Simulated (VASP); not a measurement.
**Zn (a cell with a defect): single point with PBE+D3(BJ)**

Zn (a cell with a defect):

```
CELL_PARAMETERS angstrom
5.32000 0.00000 0.00000
-3.99000 6.91088 0.00000
0.00000 0.00000 4.93696
ATOMIC_POSITIONS crystal
Zn 0.10370 0.86887 0.91705
Zn 0.01595 0.23901 0.62439
Zn 0.00650 0.29639 0.10646
Zn 0.02979 0.61914 0.55929
Zn 0.93218 0.58098 0.05054
Zn 0.23598 0.91765 0.37045
Zn 0.76094 0.92102 0.18226
Zn 0.55263 0.24230 0.27531
Zn 0.48279 0.36474 0.77873
Zn 0.55608 0.56402 0.35072
Zn 0.51464 0.67032 0.93946
Zn 0.73554 0.93014 0.67916
Zn 0.56955 0.12123 0.82423
```

```yaml
Program: VASP 6.6.1
Task: single point
Functional: PBE
Dispersion: D3(BJ)
Potentials_or_basis: VASP PAW PBE potentials, release 64 (Zn)
Cutoff: 520 eV
k_mesh: 2 × 2 × 2
Occupations: fermi-dirac, width 0.1 eV
Spin: no spin polarisation
Dipole_correction: no
Further_INCAR_settings: ALGO = Normal; EDIFF = 1e-06; NBANDS = 90
```

| Quantity | Value |
| --- | --- |
| Pressure | 20.5 GPa |
| Largest force | 4.737 eV/Å |
| Band gap on the k mesh | zero (band 78 reaches 6.03 eV, above the bottom of band 79 at 2.85 eV) |
| Dispersion energy per atom | -0.440 eV |

Forces in eV/Å, atoms in the order of the input:
```
Zn  -0.073  2.535 -2.270
Zn   0.647  2.727 -2.542
Zn   1.761  0.780  0.723
Zn   0.808 -1.769  0.391
Zn   1.194 -2.831  1.386
Zn   0.021  0.516  1.098
Zn  -0.175  2.683  2.549
Zn  -0.716  0.795  0.989
Zn  -0.236  1.358 -0.132
Zn  -1.058 -0.566  2.227
Zn  -1.953 -3.698 -2.226
Zn   0.826 -2.176 -2.245
Zn  -1.045 -0.353  0.054
```

Stress tensor (GPa, compression positive):
```
10.94  2.76 -0.51
 2.76 28.38 -5.22
-0.51 -5.22 22.11
```

Levels at points of the mesh, in eV from the Fermi level:
```csv
k point,band 76,band 77,band 78,band 79,band 80,band 81
"(0.00, 0.00, 0.00)",-0.57,-0.25,-0.11,0.12,1.25,1.47
"(0.50, 0.00, 0.00)",-1.30,-0.78,-0.39,-0.26,0.04,0.50
"(0.00, 0.50, 0.00)",-2.16,-1.63,-0.18,1.21,1.55,1.67
"(0.50, 0.50, 0.00)",-0.66,0.29,0.62,0.78,1.31,1.55
"(0.00, 0.00, 0.50)",-1.42,-1.04,-0.73,-0.43,1.16,1.78
"(0.50, 0.00, 0.50)",-0.66,-0.33,0.43,1.51,1.87,2.57
"(0.00, 0.50, 0.50)",-1.45,-0.96,-0.78,-0.30,-0.08,0.10
"(0.50, 0.50, 0.50)",-2.63,-2.18,2.75,3.00,3.61,3.96
```

Run time: 4.4 min on 1 thread of AMD EPYC 7571, with other jobs on the host, peak memory 0.3 GiB.

Caveat: the k points lie up to 0.68 Å⁻¹ apart.
